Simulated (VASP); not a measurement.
# C in VASP: further runs

C is run at these levels: PBE; tasks: single point.

All numbers are computed with VASP 6.6.1; they aren't measurements. Logs are shortened: lines on timing, memory, paths and dates and some standing lists are left out, and cuts for length are marked.

### 1 The cell of the first run

The typed cell holds 2 atoms: a = 2.521 Å, b = 2.525 Å, c = 2.510 Å, α = 60.31°, β = 60.03°, γ = 59.34°.

### 2 Single point, PBE (atoms moved at random and the cell strained at random)

File INCAR:

```
SYSTEM = C
PREC = Accurate
ENCUT = 520
EDIFF = 1E-6
ISMEAR = 0
SIGMA = 0.02
LREAL = .FALSE.
LASPH = .TRUE.
NELM = 100
ALGO = Normal
ISIF = 2
LWAVE = .FALSE.
LCHARG = .TRUE.
GGA = PE
LELF = .TRUE.
LVHAR = .TRUE.
NBANDS = 11
```

File KPOINTS:

```
regular mesh
0
G
  12 12 12
  0 0 0
```

File POSCAR:

```
C
1.0
    0.0074011100      1.7705773540      1.7944035780
    1.7708091960      0.0013018820      1.8005028060
    1.7721110780      1.7779784640      0.0000000000
C
2
Direct
    0.4820455310      0.4913928451      0.5271111360
    0.7679544690      0.7586071549      0.7228888640
```

Potentials or basis: VASP PAW PBE potentials, release 64 (C).

The run is started by

```
> cat potpaw_PBE.64/C/POTCAR > POTCAR
> mpirun -np 1 vasp_std > vasp.out
```

OUTCAR:

```text
SYSTEM = C
   PREC = Accurate
   ENCUT = 520
   EDIFF = 1E-6
   ISMEAR = 0
   LREAL = .FALSE.
   LASPH = .TRUE.
   NELM = 100
   ISIF = 2
   GGA = PE

 ion  position               nearest neighbor table
   1  0.482  0.491  0.527-   2 1.46   2 1.51   2 1.55   2 1.66
   2  0.768  0.759  0.723-   1 1.46   1 1.51   1 1.55   1 1.66

  Warning from LATTYP: Got some problem with cell dimensions!
  Tried to take original basis but could not verify dimensions!
  LATTYP: Found a triclinic cell.
 ALAT       =     2.5208893557
 B/A-ratio  =     1.4071501582
 C/A-ratio  =     1.0017839738
 COS(alpha) =     0.0010099952
 COS(beta)  =     0.5099163505
 COS(gamma) =     0.7011423322

  Lattice vectors:

 A1 = (  -0.0074011100,  -1.7705773540,  -1.7944035780)
 A2 = (  -0.0087029920,  -3.5472539360,   0.0060992280)
 A3 = (  -1.7708091960,  -0.0013018820,  -1.8005028060)

Analysis of symmetry for initial positions (statically):
=====================================================================
 Subroutine PRICEL returns:
 Original cell was already a primitive cell.

 Routine SETGRP: Setting up the symmetry group for a
 triclinic supercell.

 Subroutine GETGRP returns: Found  2 space group operations
 (whereof  1 operations were pure point group operations)
 out of a pool of  2 trial point group operations.

The static configuration has the point symmetry C_1 .
 The point group associated with its full space group is S_2 .

Analysis of symmetry for dynamics (positions and initial velocities):
=====================================================================
 Subroutine PRICEL returns:
 Original cell was already a primitive cell.

 Routine SETGRP: Setting up the symmetry group for a
 triclinic supercell.

 Subroutine GETGRP returns: Found  2 space group operations
 (whereof  1 operations were pure point group operations)
 out of a pool of  2 trial point group operations.

The dynamic configuration has the point symmetry C_1 .
 The point group associated with its full space group is S_2 .

 Subroutine INISYM returns: Found  2 space group operations
 (whereof  1 operations are pure point group operations),
 and found     1 'primitive' translations

----------------------------------------------------------------------------------------

                                     Primitive cell

  volume of cell :      11.2711

  direct lattice vectors                    reciprocal lattice vectors
     0.007401110  1.770577354  1.794403578    -0.284022272  0.283084989  0.279133532
     1.770809196  0.001301882  1.800502806     0.283060143 -0.282126035  0.277212448
     1.772111078  1.777978464  0.000000000     0.282632721  0.280736484 -0.278174578

  length of vectors
     2.520889356  2.525386556  2.510295817     0.488591129  0.486379364  0.485875833

  position of ions in fractional coordinates (direct lattice)
     0.482045531  0.491392845  0.527111136
     0.767954469  0.758607155  0.722888864

  ion indices of the primitive-cell ions
   primitive index   ion index
                 1           1
                 2           2

----------------------------------------------------------------------------------------

 KPOINTS: regular mesh

Automatic generation of k-mesh.
 Grid dimensions read from file:
 generate k-points for:   12   12   12

 Generating k-lattice:

  Cartesian coordinates                     Fractional coordinates (reciprocal lattice)
    -0.023668523  0.023590416  0.023261128     0.083333333  0.000000000 -0.000000000
     0.023588345 -0.023510503  0.023101037     0.000000000  0.083333333 -0.000000000
     0.023552727  0.023394707 -0.023181215     0.000000000  0.000000000  0.083333333

  Length of vectors
     0.040715927  0.040531614  0.040489653

  Shift w.r.t. Gamma in fractional coordinates (k-lattice)
     0.000000000  0.000000000  0.000000000

 Subroutine IBZKPT returns following result:
 ===========================================

 Found    868 irreducible k-points:

 Following reciprocal coordinates:
            Coordinates               Weight
  0.000000  0.000000  0.000000      1.000000
  0.083333  0.000000 -0.000000      2.000000
  0.166667  0.000000 -0.000000      2.000000
  0.250000 -0.000000 -0.000000      2.000000
  0.333333  0.000000 -0.000000      2.000000
  0.416667  0.000000 -0.000000      2.000000
[... 16 lines left out ...]
  0.250000  0.166667  0.000000      2.000000
  0.333333  0.166667 -0.000000      2.000000
 [... further k-points ...]
   k-points           NKPTS =    868   k-points in BZ     NKDIM =    868   number of bands    NBANDS=     11
   number of dos      NEDOS =    301   number of ions     NIONS =      2
   total plane-waves  NPLWV =   8000
   dimension x,y,z NGX =    20 NGY =   20 NGZ =   20
   dimension x,y,z NGXF=    40 NGYF=   40 NGZF=   40
   ions per type =               2
   NGX,Y,Z   is equivalent  to a cutoff of  13.19, 13.17, 13.25 a.u.
   NGXF,Y,Z  is equivalent  to a cutoff of  26.38, 26.33, 26.49 a.u.
 SYSTEM =  C
   PREC   = accura    normal or accurate (medium, high low for compatibility)
   ISTART =      0    job   : 0-new  1-cont  2-samecut
   ICHARG =      2    charge: 1-file 2-atom 10-const
   ISPIN  =      1    spin polarized calculation?
   LNONCOLLINEAR =      F non collinear calculations
   LSORBIT =      F    spin-orbit coupling
   LASPH  =      T    aspherical Exc in radial PAW
   ENCUT  =  520.0 eV  38.22 Ry    6.18 a.u.   4.69  4.70  4.67*2*pi/ulx,y,z
   NELM   =    100;   NELMIN=  2; NELMDL= -5     # of ELM steps
   EDIFF  = 0.1E-05   stopping-criterion for ELM
   LREAL  =      F    real-space projection
   EDIFFG = 0.1E-04   stopping-criterion for IOM
   NSW    =      0    number of steps for IOM
   IBRION =     -1    ionic relax: 0-MD 1-quasi-New 2-CG
   NFREE  =      0    steps in history (QN), initial steepest desc. (CG)
   ISIF   =      2    stress and relaxation
   ISYM   =      2    0-nonsym 1-usesym 2-fastsym
   POTIM  = 0.5000    time-step for ionic-motion
   TEBEG  =    0.0;   TEEND  =   0.0 temperature during run
   PSTRESS=    0.0 pullay stress
   NELECT =       8.0000    total number of electrons
   NUPDOWN=      -1.0000    fix difference up-down
   EMIN   =  10.00;   EMAX   =-10.00  energy-range for DOS
   EFERMI =   0.00;   METHOD = LEGACY
   ISMEAR =     0;   SIGMA  =   0.02  broadening in eV -4-tet -1-fermi 0-gaus
   EFERMI_NEDOS =   21; number of points for ismear=-14 and -15
   IALGO  =     38    algorithm
   IMIX   =      4    mixing-type and parameters
     AMIX     =   0.40;   BMIX     =  1.00
     AMIX_MAG =   1.60;   BMIX_MAG =  1.00
  volume/ion in A,a.u.               =       5.64        38.03
  Fermi-wavevector in a.u.,A,eV,Ry     =   1.460323  2.759610 29.015004  2.132543
  Thomas-Fermi vector in A             =   2.576786
   LORBIT       =      0    0 simple, 1 ext, 2 COOP (PROOUT), +10 PAW based schemes
   GGA     = PE    functional components
   LHFCALC =     F    Hartree Fock is set to
   AEXX    =    0.0000 exact exchange contribution
   IVDW    =     0    specifies the selected vdW correction
   LEPSILON=     F    determine dielectric tensor
   LRPA    =     F    only Hartree local field effects (RPA)
 non-spin polarized calculation
 Gauss-broadening in eV      SIGMA  =   0.02
  energy-cutoff  :      520.00
  volume of cell :       11.27
 maximum number of plane-waves:       318
   NGX =  9   NGY =  9   NGZ =  9

 number of electron       8.0000000 magnetization

 Free energy of the ion-electron system (eV)
  ---------------------------------------------------
  ext. energy  EPLUGINS =         0.00000000
  ---------------------------------------------------
  free energy    TOTEN  =       -17.93043331 eV

  energy without entropy =      -17.93043331  energy(sigma->0) =      -17.93043331

 E-fermi :  12.0731     XC(G=0): -13.2854

 val. band max:       11.9215448606   @ k =   0.0000   0.0000   0.0000
 cond. band min:      13.6484031244   @ k =  -0.0000   0.3333   0.3333
 fundamental gap:      1.7268582637
 Fermi energy:        12.0730611248

 k-point     1 :       0.0000    0.0000    0.0000
  band No.  band energies     occupation
      1     -11.7703      2.00000
      2       8.3359      2.00000
      3       9.3980      2.00000
      4      11.9215      2.00000
      5      13.6618      0.00000
      6      15.6403      0.00000
      7      16.8781      0.00000
      8      23.2748      0.00000
      9      29.0454      0.00000
     10      36.0254      0.00000
     11      36.1601      0.00000

 k-point     2 :       0.0833    0.0000   -0.0000
  band No.  band energies     occupation
      1     -11.5765      2.00000
      2       7.4581      2.00000
      3       9.0090      2.00000
      4      11.2026      2.00000
      5      14.3627      0.00000
      6      16.1883      0.00000
      7      17.3165      0.00000
      8      23.4860      0.00000
      9      29.2898      0.00000
     10      33.7886      0.00000
     11      34.2119      0.00000

 k-point     3 :       0.1667    0.0000   -0.0000
  band No.  band energies     occupation
      1     -10.9971      2.00000
      2       5.3390      2.00000
      3       8.1941      2.00000
      4      10.1259      2.00000
      5      15.4300      0.00000
      6      17.4151      0.00000
      7      18.0874      0.00000
      8      24.0810      0.00000
      9      29.6797      0.00000
     10      32.1355      0.00000
     11      32.6387      0.00000
[... 267 lines left out ...]
 k-point    23 :       0.2500    0.1667    0.0000
  band No.  band energies     occupation
      1     -10.0742      2.00000
      2       4.5789      2.00000
      3       6.4979      2.00000
      4       7.5451      2.00000
      5      15.0639      0.00000
      6      19.5379      0.00000
      7      20.6086      0.00000
      8      22.0577      0.00000
      9      28.9230      0.00000
     10      31.8447      0.00000
     11      36.8892      0.00000

 k-point    24 :       0.3333    0.1667   -0.0000
  band No.  band energies     occupation
      1      -9.0111      2.00000
      2       2.2157      2.00000
      3       5.7137      2.00000
      4       6.8659      2.00000
      5      16.0040      0.00000
      6      20.3115      0.00000
      7      21.1209      0.00000
      8      21.8621      0.00000
      9      29.7985      0.00000
     10      32.2200      0.00000
     11      36.7252      0.00000

 [... further k-points ...]

------------------------ aborting loop because EDIFF is reached ----------------------------------------

  FORCE on cell =-STRESS in cart. coord.  units (eV):
  Direction    XX          YY          ZZ          XY          YZ          ZX
  --------------------------------------------------------------------------------------
  -------------------------------------------------------------------------------------
  Total        1.1589348      1.0228038      0.0088414     -0.4287421      0.2327509     -0.3789745
  in kB      164.7409944    145.3901605      1.2567982    -60.9451052     33.0852213    -53.8707020
  external PRESSURE =     103.7959844 kB  Pullay stress =       0.0000000 kB

 VOLUME and BASIS-vectors are now :
 -----------------------------------------------------------------------------
  energy-cutoff  :      520.00
  volume of cell :       11.27
      direct lattice vectors                 reciprocal lattice vectors
     0.007401110  1.770577354  1.794403578    -0.284022272  0.283084989  0.279133532
     1.770809196  0.001301882  1.800502806     0.283060143 -0.282126035  0.277212448
     1.772111078  1.777978464  0.000000000     0.282632721  0.280736484 -0.278174578

 POSITION                                       TOTAL-FORCE (eV/Angst)
 -----------------------------------------------------------------------------------
      1.80783      1.79133      1.74974        -2.117392     -0.407945      3.261825
      2.63007      2.64599      2.74389         2.117392      0.407945     -3.261825
 -----------------------------------------------------------------------------------
    total drift:                               -0.000000     -0.000000      0.000000

  FREE ENERGIE OF THE ION-ELECTRON SYSTEM (eV)
  ---------------------------------------------------
  free  energy   TOTEN  =       -17.9304333129 eV

  energy  without entropy=      -17.9304333129  energy(sigma->0) =      -17.93043331
```

Wall time 2.3 min (1 thread of Intel Xeon 8259CL, shared host); peak memory 0.19 GiB.

What came out:

```yaml
Free_energy: -17.9304 eV
Pressure: 10.4 GPa
Largest_force: 3.910 eV/Å
Band_gap_on_the_k_mesh: 1.73 eV (least direct gap 1.74 eV)
```

Forces in eV/Å, atoms in the order of the input:
```
C   -2.117 -0.408  3.262
C    2.117  0.408 -3.262
```

Caveat: the cell differs from its parent crystal (atoms moved at random and the cell strained at random); the cell stands under pressure; forces of over 1 eV/Å act on the atoms, so gaps and moduli don't describe the material at rest.

### 3 Single point, PBE (one atom moved)

File INCAR:

```
SYSTEM = C
PREC     = Accurate       ! precision mode
ENCUT    = 520            ! plane-wave cutoff, eV
EDIFF    = 1E-6           ! SCF threshold, eV
ISMEAR   = 0              ! smearing method
SIGMA    = 0.02           ! smearing width, eV
LREAL    = .FALSE.        ! projectors in reciprocal space
LASPH    = .TRUE.         ! aspherical terms in the spheres
NELM     = 80             ! most SCF steps
ALGO     = Normal         ! electronic algorithm
ISIF     = 2              ! what is computed and relaxed
LWAVE    = .FALSE.        ! write WAVECAR
LCHARG   = .TRUE.         ! write CHGCAR
GGA      = PE             ! functional
LELF     = .TRUE.         ! ELF
LVHAR    = .TRUE.       
NBANDS   = 11             ! bands
```

File KPOINTS:

```
Automatic mesh
0
G
  12 12 12
  0 0 0
```

File POSCAR:

```
C
1.0
    0.0000000000      1.7834000000      1.7834000000
    1.7834000000      0.0000000000      1.7834000000
    1.7834000000      1.7834000000      0.0000000000
C
2
Direct
    0.4747672984      0.5252327016      0.5252327016
    0.7500000000      0.7500000000      0.7500000000
```

Potentials or basis: VASP PAW PBE potentials, release 64 (C).

The run is started by

```
> cat potpaw_PBE.64/C/POTCAR > POTCAR
> mpirun -np 1 vasp_std > vasp.out
```

Run time: 52 s. Hardware: 1 thread of AMD EPYC 7R13, shared host; peak memory 0.11 GiB.

The run converged. Its results:

```yaml
Free_energy: -18.0358 eV
Pressure: 5.2 GPa
Largest_force: 3.290 eV/Å
Band_gap_on_the_k_mesh: 2.62 eV (least direct gap 3.04 eV)
```

Forces in eV/Å, atoms in the order of the input:
```
C   -3.290  0.000  0.000
C    3.290  0.000  0.000
```

Stress tensor (GPa, compression positive):
```
3.92 0.00 0.00
0.00 5.89 4.07
0.00 4.07 5.89
```

Levels at points of the mesh, in eV from the valence-band top:
| k point | band 1 | band 2 | band 3 | band 4 | band 5 | band 6 | band 7 | band 8 |
| --- | --- | --- | --- | --- | --- | --- | --- | --- |
| (0.00, 0.00, 0.00) | -22.87 | -2.76 | -1.26 | 0.00 | 3.04 | 4.07 | 5.48 | 11.92 |
| (0.50, 0.00, 0.00) | -16.95 | -15.13 | -4.71 | -3.39 | 6.06 | 7.14 | 8.87 | 14.82 |
| (0.00, 0.50, 0.00) | -17.26 | -14.41 | -5.06 | -3.48 | 5.49 | 7.56 | 8.17 | 13.76 |
| (0.50, 0.50, 0.00) | -14.20 | -14.20 | -7.61 | -7.61 | 3.22 | 3.22 | 15.66 | 15.66 |
| (0.00, 0.50, 0.50) | -14.50 | -13.78 | -8.17 | -7.29 | 2.96 | 3.82 | 14.65 | 16.41 |

Caveat: the cell differs from its parent crystal (one atom moved); the cell stands under pressure; forces of over 1 eV/Å act on the atoms, so gaps and moduli don't describe the material at rest. A k mesh can miss the band edges.

### 4 Single point, PBE

This run uses another cell than the first one: it holds 4 atoms, not 2.

File INCAR:

```
PREC = Accurate
ENCUT = 520
EDIFF = 1E-6
ISMEAR = 0
SIGMA = 0.05
LREAL = F
LASPH = T
NELM = 80
ALGO = Normal
ISIF = 2
LWAVE = F
LCHARG = F
GGA = PE
NBANDS = 16
```

File KPOINTS:

```
Automatic mesh
0
Gamma
  10 10 6
```

File POSCAR:

```
C
1.0
    0.0000000000     -1.7857375322     -1.7857375322
    0.0000000000      1.7857375322     -1.7857375322
    3.5714750644      0.0000000000      0.0000000000
C
4
Direct
    0.5000000000      0.5000000000      0.0000000000
    0.0000000000      0.0000000000      0.5000000000
    0.0000000000      0.5000000000      0.2500000000
    0.5000000000      0.0000000000      0.7500000000
```

The run is started by

```
> cat potpaw_PBE.64/C/POTCAR > POTCAR
> mpirun -np 1 vasp_std > vasp.out
```

Wall time 34 s (1 thread of Intel Xeon 8259CL, shared host); peak memory 0.14 GiB.

The run converged. Its results:

- Free energy: -36.3715 eV
- Pressure: 0.7 GPa
- Band gap on the k mesh: 4.14 eV

Levels at points of the mesh, in eV from the valence-band top:
```csv
k point,band 4,band 5,band 6,band 7,band 8,band 9,band 10,band 11,band 12,band 13
"(0.00, 0.00, 0.00)",-6.27,-6.27,0.00,0.00,0.00,4.75,4.75,5.58,5.58,5.58
"(0.50, 0.00, 0.00)",-8.68,-7.58,-7.58,-3.00,-3.00,7.91,7.91,9.98,9.98,12.31
"(0.50, 0.50, 0.00)",-12.74,-6.27,-6.27,-6.27,-6.27,4.75,4.75,4.75,4.75,16.75
"(0.00, 0.00, 0.50)",-4.51,-4.10,-4.10,-4.10,-4.10,4.43,4.43,10.22,10.22,11.55
"(0.50, 0.00, 0.50)",-13.33,-2.79,-2.79,-2.79,-2.79,8.44,8.44,8.44,8.44,8.79
"(0.50, 0.50, 0.50)",-11.95,-8.29,-8.29,-8.29,-8.29,10.60,10.60,10.60,10.60,12.27
```

A k mesh can miss the band edges.

### 5 The runs side by side

| cell | k mesh | smearing | gap on the mesh (eV) | pressure (GPa) | largest force (eV/Å) |
| --- | --- | --- | --- | --- | --- |
| a = 2.521, b = 2.525, c = 2.510 Å, angles 60.3, 60.0, 59.3°, 2 atoms, atomic positions A | 12 × 12 × 12 | gaussian 0.02 eV | 1.73 | 10.4 | 3.91 |
| a = 2.522 Å, angles 60.0°, 2 atoms, atomic positions B | 12 × 12 × 12 | gaussian 0.02 eV | 2.62 | 5.2 | 3.29 |
| a = 2.525, b = 2.525, c = 3.571 Å, 4 atoms, atomic positions C | 10 × 10 × 6 | gaussian 0.05 eV | 4.14 | 0.7 | - |

Alike in all rows: task single point; level PBE; potentials or basis VASP PAW PBE potentials, release 64 (C); no spin polarisation; cutoff (eV) 520.

Caveats: the cell stands under pressure (at least some runs); forces of over 1 eV/Å act on the atoms, so gaps and moduli don't describe the material at rest (at least some runs).

Total energies depend on the potentials used, so only differences within one code and one set of settings carry meaning.
